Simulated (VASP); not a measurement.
# GaN (Pm-3m) in VASP: a series of runs, part 2 of 2

VASP 6.6.1. Earlier steps stand in the parts before.

### Step 3. Single point, r2SCAN+rVV10

This run uses another cell than the first one, of 9.72 Å³/atom, 0.985 times its volume.

Contents of POSCAR:

```
GaN
1.0
    2.6884897750      0.0000000000      0.0000000000
    0.0000000000      2.6884897750      0.0000000000
    0.0000000000      0.0000000000      2.6884897750
Ga N
1 1
Direct
    0.0000000000      0.0000000000      0.0000000000
    0.5000000000      0.5000000000      0.5000000000
```

Contents of INCAR.step1:

```
ALGO = Normal
EDIFF = 1E-4
ENCUT = 520
GGA = PE
ISMEAR = -1
LASPH = True
LCHARG = False
LREAL = False
LWAVE = True
NBANDS = 16
NELM = 100
PREC = Accurate
SIGMA = 0.03
```

Contents of INCAR.step2:

```
ALGO = Normal
BPARAM = 11.95
CPARAM = 0.0093
EDIFF = 1E-7
ENCUT = 520
ISIF = 2
ISMEAR = -1
ISTART = 1
IVDW_NL = 2
LASPH = True
LCHARG = False
LMIXTAU = True
LREAL = False
LUSE_VDW = True
LWAVE = False
METAGGA = R2SCAN
NBANDS = 16
NELM = 100
PREC = Accurate
SIGMA = 0.03
```

Contents of KPOINTS:

```
k-points
0
Gamma
  8 8 8
```

Potentials or basis: VASP PAW PBE potentials, release 64 (Ga_d, N).

Run with:

```sh
$ cat potpaw_PBE.64/Ga_d/POTCAR potpaw_PBE.64/N/POTCAR > POTCAR
$ cp INCAR.step1 INCAR
$ mpirun -np 1 vasp_std > vasp.out
$ cp INCAR.step2 INCAR
$ mpirun -np 1 vasp_std > vasp.out
```

OUTCAR:

```text
BPARAM = 11.95
   EDIFF = 1E-7
   ENCUT = 520
   ISIF = 2
   ISMEAR = -1
   ISTART = 1
   IVDW_NL = 2
   LASPH = True
   LREAL = False
   METAGGA = R2SCAN
   NELM = 100
   PREC = Accurate

 ion  position               nearest neighbor table
   1  0.000  0.000  0.000-   2 2.33   2 2.33   2 2.33   2 2.33   2 2.33   2 2.33   2 2.33   2 2.33

   2  0.500  0.500  0.500-   1 2.33   1 2.33   1 2.33   1 2.33   1 2.33   1 2.33   1 2.33   1 2.33

  LATTYP: Found a simple cubic cell.
 ALAT       =     2.6884897750

  Lattice vectors:

 A1 = (   2.6884897750,   0.0000000000,   0.0000000000)
 A2 = (   0.0000000000,   2.6884897750,   0.0000000000)
 A3 = (   0.0000000000,   0.0000000000,   2.6884897750)

Analysis of symmetry for initial positions (statically):
=====================================================================
 Subroutine PRICEL returns:
 Original cell was already a primitive cell.

 Routine SETGRP: Setting up the symmetry group for a
 simple cubic supercell.

 Subroutine GETGRP returns: Found 48 space group operations
 (whereof 48 operations were pure point group operations)
 out of a pool of 48 trial point group operations.

The static configuration has the point symmetry O_h .

Analysis of symmetry for dynamics (positions and initial velocities):
=====================================================================
 Subroutine PRICEL returns:
 Original cell was already a primitive cell.

 Routine SETGRP: Setting up the symmetry group for a
 simple cubic supercell.

 Subroutine GETGRP returns: Found 48 space group operations
 (whereof 48 operations were pure point group operations)
 out of a pool of 48 trial point group operations.

The dynamic configuration has the point symmetry O_h .

 Subroutine INISYM returns: Found 48 space group operations
 (whereof 48 operations are pure point group operations),
 and found     1 'primitive' translations

----------------------------------------------------------------------------------------

                                     Primitive cell

  volume of cell :      19.4323

  direct lattice vectors                    reciprocal lattice vectors
     2.688489775  0.000000000  0.000000000     0.371956036  0.000000000  0.000000000
     0.000000000  2.688489775  0.000000000     0.000000000  0.371956036  0.000000000
     0.000000000  0.000000000  2.688489775     0.000000000  0.000000000  0.371956036

  length of vectors
     2.688489775  2.688489775  2.688489775     0.371956036  0.371956036  0.371956036

  position of ions in fractional coordinates (direct lattice)
     0.000000000  0.000000000  0.000000000
     0.500000000  0.500000000  0.500000000

  ion indices of the primitive-cell ions
   primitive index   ion index
                 1           1
                 2           2

----------------------------------------------------------------------------------------

 KPOINTS: k-points

Automatic generation of k-mesh.
 Grid dimensions read from file:
 generate k-points for:    8    8    8

 Generating k-lattice:

  Cartesian coordinates                     Fractional coordinates (reciprocal lattice)
     0.046494505  0.000000000  0.000000000     0.125000000  0.000000000  0.000000000
     0.000000000  0.046494505  0.000000000     0.000000000  0.125000000  0.000000000
     0.000000000  0.000000000  0.046494505     0.000000000  0.000000000  0.125000000

  Length of vectors
     0.046494505  0.046494505  0.046494505

  Shift w.r.t. Gamma in fractional coordinates (k-lattice)
     0.000000000  0.000000000  0.000000000

 Subroutine IBZKPT returns following result:
 ===========================================

 Found     35 irreducible k-points:

 Following reciprocal coordinates:
            Coordinates               Weight
  0.000000  0.000000  0.000000      1.000000
  0.125000  0.000000  0.000000      6.000000
  0.250000  0.000000  0.000000      6.000000
  0.375000  0.000000  0.000000      6.000000
  0.500000  0.000000  0.000000      3.000000
  0.125000  0.125000  0.000000     12.000000
[... 16 lines left out ...]
  0.375000  0.375000  0.125000     24.000000
  0.500000  0.375000  0.125000     24.000000
 [... further k-points ...]
   k-points           NKPTS =     35   k-points in BZ     NKDIM =     35   number of bands    NBANDS=     16
   number of dos      NEDOS =    301   number of ions     NIONS =      2
   total plane-waves  NPLWV =   8000
   dimension x,y,z NGX =    20 NGY =   20 NGZ =   20
   dimension x,y,z NGXF=    40 NGYF=   40 NGZF=   40
   ions per type =               1   1
   NGX,Y,Z   is equivalent  to a cutoff of  12.37, 12.37, 12.37 a.u.
   NGXF,Y,Z  is equivalent  to a cutoff of  24.73, 24.73, 24.73 a.u.
 SYSTEM =  unknown system
   PREC   = accura    normal or accurate (medium, high low for compatibility)
   ISTART =      1    job   : 0-new  1-cont  2-samecut
   ICHARG =      0    charge: 1-file 2-atom 10-const
   ISPIN  =      1    spin polarized calculation?
   LNONCOLLINEAR =      F non collinear calculations
   LSORBIT =      F    spin-orbit coupling
   LASPH  =      T    aspherical Exc in radial PAW
   ENCUT  =  520.0 eV  38.22 Ry    6.18 a.u.   5.00  5.00  5.00*2*pi/ulx,y,z
   NELM   =    100;   NELMIN=  2; NELMDL=  0     # of ELM steps
   EDIFF  = 0.1E-06   stopping-criterion for ELM
   LREAL  =      F    real-space projection
   EDIFFG = 0.1E-05   stopping-criterion for IOM
   NSW    =      0    number of steps for IOM
   IBRION =     -1    ionic relax: 0-MD 1-quasi-New 2-CG
   NFREE  =      0    steps in history (QN), initial steepest desc. (CG)
   ISIF   =      2    stress and relaxation
   ISYM   =      2    0-nonsym 1-usesym 2-fastsym
   POTIM  = 0.5000    time-step for ionic-motion
   TEBEG  =    0.0;   TEEND  =   0.0 temperature during run
   PSTRESS=    0.0 pullay stress
   NELECT =      18.0000    total number of electrons
   NUPDOWN=      -1.0000    fix difference up-down
   EMIN   =  10.00;   EMAX   =-10.00  energy-range for DOS
   EFERMI =   0.00;   METHOD = LEGACY
   ISMEAR =    -1;   SIGMA  =   0.03  broadening in eV -4-tet -1-fermi 0-gaus
   EFERMI_NEDOS =   21; number of points for ismear=-14 and -15
   IALGO  =     38    algorithm
   IMIX   =      4    mixing-type and parameters
     AMIX     =   0.40;   BMIX     =  1.00
     AMIX_MAG =   1.60;   BMIX_MAG =  1.00
  volume/ion in A,a.u.               =       9.72        65.57
  Fermi-wavevector in a.u.,A,eV,Ry     =   1.595845  3.015709 34.650231  2.546720
  Thomas-Fermi vector in A             =   2.693700
   LORBIT       =      0    0 simple, 1 ext, 2 COOP (PROOUT), +10 PAW based schemes
   METAGGA = R2SCAN    functional components
   LHFCALC =     F    Hartree Fock is set to
   AEXX    =    0.0000 exact exchange contribution
   IVDW_NL    =     2    kernel type
   BPARAM     =11.9500
   IVDW    =     0    specifies the selected vdW correction
   LEPSILON=     F    determine dielectric tensor
   LRPA    =     F    only Hartree local field effects (RPA)
 non-spin polarized calculation
  energy-cutoff  :      520.00
  volume of cell :       19.43
 maximum number of plane-waves:       552
 NGX is ok and might be reduce to    20
   NGX =  9   NGY =  9   NGZ =  9

 number of electron      18.0000011 magnetization

 Free energy of the ion-electron system (eV)
  ---------------------------------------------------
  ext. energy  EPLUGINS =         0.00000000
  ---------------------------------------------------
  free energy    TOTEN  =       -17.85825480 eV

  energy without entropy =      -17.85313608  energy(sigma->0) =      -17.85569544

 E-fermi :   8.4454     XC(G=0): -14.2423

 val. band max:        8.4401558933   @ k =   0.3750   0.2500   0.0000
 cond. band min:       8.4663634856   @ k =   0.5000   0.1250   0.0000
 fundamental gap:      0.0262075924
 Fermi energy:         8.4454379907

 k-point     1 :       0.0000    0.0000    0.0000
  band No.  band energies     occupation
      1     -10.1939      2.00000
      2      -7.8068      2.00000
      3      -7.8068      2.00000
      4      -7.2419      2.00000
      5      -7.2419      2.00000
      6      -7.2419      2.00000
[... 8 lines left out ...]
     15      23.5134      0.00000
     16      37.2197      0.00000
[... 419 lines left out ...]
 k-point    24 :       0.5000    0.3750    0.1250
  band No.  band energies     occupation
      1      -8.3868      2.00000
      2      -7.5427      2.00000
      3      -7.4600      2.00000
      4      -7.4171      2.00000
      5      -7.1560      2.00000
      6      -4.8710      2.00000
[... 8 lines left out ...]
     15      28.4647      0.00000
     16      29.1719      0.00000

 [... further k-points ...]
[... 5 lines left out ...]
  --------------------------------------------------------------------------------------
  -------------------------------------------------------------------------------------
  Total        0.0727216      0.0727216      0.0727216     -0.0000000      0.0000000     -0.0000000
  in kB        5.9958207      5.9958207      5.9958207     -0.0000000      0.0000000     -0.0000000
  external PRESSURE =       5.9958207 kB  Pullay stress =       0.0000000 kB

 VOLUME and BASIS-vectors are now :
 -----------------------------------------------------------------------------
  energy-cutoff  :      520.00
  volume of cell :       19.43
      direct lattice vectors                 reciprocal lattice vectors
     2.688489775  0.000000000  0.000000000     0.371956036  0.000000000  0.000000000
     0.000000000  2.688489775  0.000000000     0.000000000  0.371956036  0.000000000
     0.000000000  0.000000000  2.688489775     0.000000000  0.000000000  0.371956036

 POSITION                                       TOTAL-FORCE (eV/Angst)
 -----------------------------------------------------------------------------------
      0.00000      0.00000      0.00000         0.000000      0.000000      0.000000
      1.34424      1.34424      1.34424         0.000000      0.000000      0.000000
 -----------------------------------------------------------------------------------
    total drift:                                0.000000      0.000000      0.000000

  FREE ENERGIE OF THE ION-ELECTRON SYSTEM (eV)
  ---------------------------------------------------
  free  energy   TOTEN  =       -17.8582548018 eV

  energy  without entropy=      -17.8531360782  energy(sigma->0) =      -17.85569544
```

OUTCAR.step1:

```text
EDIFF = 1E-4
   ENCUT = 520
   GGA = PE
   ISMEAR = -1
   LASPH = True
[... 678 lines left out ...]
      0.00000      0.00000      0.00000         0.000000      0.000000      0.000000
      1.34424      1.34424      1.34424         0.000000      0.000000      0.000000
 -----------------------------------------------------------------------------------
    total drift:                                0.000000      0.000000      0.000000

  FREE ENERGIE OF THE ION-ELECTRON SYSTEM (eV)
  ---------------------------------------------------
  free  energy   TOTEN  =        -8.8944472406 eV

  energy  without entropy=       -8.8908173307  energy(sigma->0) =       -8.89263229
```

Wall time 65 s (1 thread of Intel Xeon Platinum 8259CL at 2.50GHz (Skylake/Cascade Lake), shared host); peak memory 0.18 GiB.

What came out:

```
Free energy            : -17.8583 eV
Pressure               : 0.6 GPa
Band gap on the k mesh : zero (band 9 reaches 8.62 eV, above the bottom of band 10 at 7.06 eV)
```

Levels at points of the mesh, in eV from the Fermi level:
| k point | band 7 | band 8 | band 9 | band 10 | band 11 | band 12 |
| --- | --- | --- | --- | --- | --- | --- |
| (0.00, 0.00, 0.00) | -1.60 | -1.60 | -1.60 | -1.38 | 10.43 | 10.43 |
| (0.50, 0.00, 0.00) | -10.09 | -0.04 | -0.04 | 4.08 | 5.78 | 11.49 |
| (0.50, 0.50, 0.00) | -6.95 | -6.95 | -2.54 | 0.39 | 9.19 | 9.19 |
| (0.50, 0.50, 0.50) | -3.46 | -3.46 | -3.46 | 1.50 | 1.50 | 1.50 |

Caveat: the PAW data sets were made with another functional, which shifts forces and pressure a little.

### Step 4. Single point, r2SCAN+rVV10

This run uses another cell than the first one, of 9.72 Å³/atom, 0.985 times its volume.

POSCAR is that of step 3.

Contents of INCAR.step1:

```
  ALGO = Normal
  EDIFF = 1E-4
  ENCUT = 520
  GGA = PE
  ISMEAR = -1
  LASPH = T
  LCHARG = F
  LREAL = F
  LWAVE = T
  NBANDS = 16
  NELM = 60
  PREC = Accurate
  SIGMA = 0.03
```

Contents of INCAR.step2:

```
  ALGO = Normal
  BPARAM = 11.95
  CPARAM = 0.0093
  EDIFF = 1E-6
  ENCUT = 520
  ISIF = 2
  ISMEAR = -1
  ISTART = 1
  IVDW_NL = 2
  LASPH = T
  LCHARG = F
  LMIXTAU = T
  LREAL = F
  LUSE_VDW = T
  LWAVE = F
  METAGGA = R2SCAN
  NBANDS = 16
  NELM = 60
  PREC = Accurate
  SIGMA = 0.03
```

Contents of KPOINTS:

```
k-points
0
Gamma
  10 10 10
```

Run with:

```sh
$ cat potpaw_PBE.64/Ga_d/POTCAR potpaw_PBE.64/N/POTCAR > POTCAR
$ cp INCAR.step1 INCAR
$ mpirun -np 1 vasp_std > vasp.out
$ cp INCAR.step2 INCAR
$ mpirun -np 1 vasp_std > vasp.out
```

Wall time 84 s (1 thread of Intel Xeon Platinum 8259CL at 2.50GHz (Skylake/Cascade Lake), shared host); peak memory 0.19 GiB.

It converged, with:

| Item | Value |
| --- | --- |
| Free energy | -17.8676 eV |
| Pressure | 0.7 GPa |
| Band gap on the k mesh | zero (band 9 reaches 8.66 eV, above the bottom of band 10 at 7.06 eV) |

Levels at points of the mesh, in eV from the Fermi level:
```
           k point  band 7  band 8  band 9  band 10  band 11  band 12
(0.00, 0.00, 0.00)   -1.53   -1.53   -1.53    -1.30    10.51    10.51
(0.50, 0.00, 0.00)  -10.01    0.03    0.03     4.16     5.85    11.57
(0.50, 0.50, 0.00)   -6.87   -6.87   -2.46     0.45     9.27     9.27
(0.50, 0.50, 0.50)   -3.39   -3.39   -3.39     1.59     1.59     1.59
```

Caveat: the PAW data sets were made with another functional, which shifts forces and pressure a little.

### Step 5. Relaxation of cell and atoms, PBEsol

This run uses another cell than the first one, of 11.43 Å³/atom, 1.159 times its volume.

Contents of INCAR:

```
PREC = Accurate
ENCUT = 600
EDIFF = 1E-6
ISMEAR = -1
SIGMA = 0.03
LREAL = False
LASPH = True
NELM = 100
ALGO = Normal
ISIF = 3
LWAVE = False
LCHARG = False
GGA = PS
IBRION = 2
NSW = 100
EDIFFG = -0.01
```

Contents of KPOINTS:

```
regular mesh
0
Gamma
  8 8 8
```

Contents of POSCAR:

```
GaN
1.0
    2.8382572900      0.0000000000      0.0000000000
    0.0000000000      2.8382572900      0.0000000000
    0.0000000000      0.0000000000      2.8382572900
Ga N
1 1
Direct
    0.0000000000      0.0000000000      0.0000000000
    0.5000000000      0.5000000000      0.5000000000
```

Run with:

```sh
$ cat potpaw_PBE.64/Ga_d/POTCAR potpaw_PBE.64/N/POTCAR > POTCAR
$ mpirun -np 1 vasp_std > vasp.out
```

Wall time 57 s (1 thread of Intel Xeon Platinum 8259CL at 2.50GHz (Skylake/Cascade Lake), shared host); peak memory 0.15 GiB.

The run converged. Its results:

| Quantity | Value |
| --- | --- |
| Free energy | -9.9350 eV |
| Relaxed volume | 9.88 Å³/atom |
| Relaxed cell | a = 2.704 Å, b = 2.704 Å, c = 2.704 Å, α = 90.00°, β = 90.00°, γ = 90.00° |
| Space group after relaxing (to 0.05 Å) | Pm-3m (No. 221) |
| Energy gained by relaxing | 95.8 meV/atom |
| Ionic steps | 14 |
| Pressure after relaxing | -0.1 GPa |
| Band gap on the k mesh | zero (band 9 reaches 8.28 eV, above the bottom of band 10 at 6.54 eV) |

Step by step:
| step | energy change (eV) | largest force (eV/Å) | pressure (GPa) | volume (Å³) |
| --- | --- | --- | --- | --- |
| 1 | 0.0000 | 0.0000 | -17.17 | 22.86 |
| 2 | -0.1770 | 0.0000 | 6.52 | 19.05 |
| 3 | -0.1916 | 0.0000 | 0.23 | 19.75 |
| 4 | -0.1916 | 0.0000 | -0.45 | 19.81 |
| 5 | -0.1916 | 0.0000 | -0.51 | 19.81 |
| 6 | -0.1916 | 0.0000 | -0.31 | 19.80 |
| 7 | -0.1916 | 0.0000 | -0.38 | 19.80 |
| 8 | -0.1916 | 0.0000 | -0.39 | 19.80 |
| 9 | -0.1916 | 0.0000 | -0.39 | 19.80 |
| 10 | -0.1916 | 0.0000 | -0.41 | 19.80 |
| 11 | -0.1916 | 0.0000 | -0.24 | 19.80 |
| 12 | -0.1916 | 0.0000 | -0.31 | 19.79 |
| 13 | -0.1916 | 0.0000 | -0.16 | 19.78 |
| 14 | -0.1916 | 0.0000 | -0.09 | 19.77 |

Final structure:
```
Ga N
1.0
     2.70377    0.00000    0.00000
     0.00000    2.70377    0.00000
     0.00000    0.00000    2.70377
Ga N
1 1
Direct
  0.00000 0.00000 0.00000
  0.50000 0.50000 0.50000
```

Levels at points of the mesh, in eV from the Fermi level:
| k point | band 5 | band 6 | band 7 | band 8 | band 9 | band 10 | band 11 | band 12 | band 13 |
| --- | --- | --- | --- | --- | --- | --- | --- | --- | --- |
| (0.00, 0.00, 0.00) | -14.71 | -14.71 | -1.51 | -1.37 | -1.37 | -1.37 | 9.92 | 9.92 | 14.02 |
| (0.50, 0.00, 0.00) | -14.85 | -14.70 | -9.57 | 0.08 | 0.08 | 3.70 | 5.22 | 10.91 | 10.91 |
| (0.50, 0.50, 0.00) | -14.57 | -11.86 | -6.49 | -6.49 | -2.58 | 0.47 | 8.48 | 8.48 | 13.77 |
| (0.50, 0.50, 0.50) | -14.56 | -11.71 | -3.13 | -3.13 | -3.13 | 1.38 | 1.38 | 1.38 | 3.32 |

Caveat: the PAW data sets were made with another functional, which shifts forces and pressure a little.

### Step 6. Relaxation of cell and atoms, r2SCAN+rVV10

Contents of POSCAR:

```
GaN
1.0
    2.7018644676      0.0000000000      0.0000000000
    0.0000000000      2.7018644676      0.0000000000
    0.0000000000      0.0000000000      2.7018644676
Ga N
1 1
Direct
    0.0000000000      0.0000000000      0.0000000000
    0.5000000000      0.5000000000      0.5000000000
```

Contents of INCAR.step1:

```
SYSTEM = GaN
PREC = Accurate
ENCUT = 600
ISMEAR = -1
SIGMA = 0.03
LREAL = .FALSE.
LASPH = .TRUE.
NELM = 60
GGA = PE
ALGO = Normal
EDIFF = 1E-4
LWAVE = .TRUE.
LCHARG = .FALSE.
```

Contents of INCAR.step2:

```
SYSTEM = GaN
PREC = Accurate
ENCUT = 600
EDIFF = 1E-7
ISMEAR = -1
SIGMA = 0.03
LREAL = .FALSE.
LASPH = .TRUE.
NELM = 60
ALGO = Normal
ISIF = 3
LWAVE = .FALSE.
LCHARG = .FALSE.
METAGGA = R2SCAN
LMIXTAU = .TRUE.
LUSE_VDW = .TRUE.
IVDW_NL = 2
BPARAM = 11.95
CPARAM = 0.0093
IBRION = 2
NSW = 100
EDIFFG = -0.01
ISTART = 1
```

Contents of KPOINTS:

```
Automatic mesh
0
G
  8 8 8
  0 0 0
```

Potentials or basis: VASP PAW PBE potentials, release 64 (Ga_d, N).

Run with:

```sh
$ cat potpaw_PBE.64/Ga_d/POTCAR potpaw_PBE.64/N/POTCAR > POTCAR
$ cp INCAR.step1 INCAR
$ mpirun -np 1 vasp_std > vasp.out
$ cp INCAR.step2 INCAR
$ mpirun -np 1 vasp_std > vasp.out
```

It took 4.2 min on 1 thread of Intel Xeon Platinum 8259CL at 2.50GHz (Skylake/Cascade Lake), shared host; peak memory 0.22 GiB.

Results (log left out):

```
Free energy                            : -17.8612 eV
Relaxed volume                         : 9.75 Å³/atom
Relaxed cell                           : a = 2.692 Å, b = 2.692 Å, c = 2.692 Å, α = 90.00°, β = 90.00°, γ = 90.00°
Space group after relaxing (to 0.05 Å) : Pm-3m (No. 221)
Energy gained by relaxing              : 0.8 meV/atom
Ionic steps                            : 4
Pressure after relaxing                : 0.0 GPa
Band gap on the k mesh                 : zero (band 9 reaches 8.56 eV, above the bottom of band 10 at 6.98 eV)
```

Step by step:
```tsv
step	energy change (eV)	largest force (eV/Å)	pressure (GPa)	volume (Å³)
1	0.0000	0.0000	-1.91	19.72
2	-0.0012	0.0000	1.06	19.39
3	-0.0015	0.0000	0.19	19.48
4	-0.0015	0.0000	-0.01	19.51
```

Final structure:
```xyz
2
Lattice="2.6919 0.0000 0.0000 0.0000 2.6919 0.0000 0.0000 0.0000 2.6919" Properties=species:S:1:pos:R:3 pbc="T T T"
Ga    0.0000    0.0000    0.0000
N     1.3459    1.3459    1.3459
```

Levels at points of the mesh, in eV from the Fermi level:
```
           k point  band 7  band 8  band 9  band 10  band 11  band 12
(0.00, 0.00, 0.00)   -1.59   -1.59   -1.59    -1.41    10.42    10.42
(0.50, 0.00, 0.00)  -10.05   -0.04   -0.04     4.05     5.75    11.47
(0.50, 0.50, 0.00)   -6.91   -6.91   -2.54     0.39     9.16     9.16
(0.50, 0.50, 0.50)   -3.44   -3.44   -3.44     1.51     1.51     1.51
```

Caveat: the PAW data sets were made with another functional, which shifts forces and pressure a little.

### Step 7. Summary

```tsv
task	level	cell	k mesh	cutoff (eV)	gap on the mesh (eV)	pressure (GPa)	relaxed volume (Å³/atom)
single point	PBEsol	a = 2.702 Å, 2 atoms	8 × 8 × 8	520	none	0.5	-
single point	r2SCAN+rVV10	a = 2.688 Å, 2 atoms	8 × 8 × 8	520	none	0.6	-
single point	r2SCAN+rVV10	a = 2.688 Å, 2 atoms	10 × 10 × 10	520	none	0.7	-
relaxation of cell and atoms	PBEsol	relaxed from a = 2.838 Å, 2 atoms	8 × 8 × 8	600	none	-0.1	9.88
relaxation of cell and atoms	r2SCAN+rVV10	relaxed from a = 2.702 Å, 2 atoms	8 × 8 × 8	600	none	0.0	9.75
```

Alike in all rows: potentials or basis VASP PAW PBE potentials, release 64 (Ga_d, N); no spin polarisation; smearing fermi-dirac 0.03 eV.

Caveats: the PAW data sets were made with another functional, which shifts forces and pressure a little.

Total energies depend on the potentials used, so only differences within one code and one set of settings carry meaning.
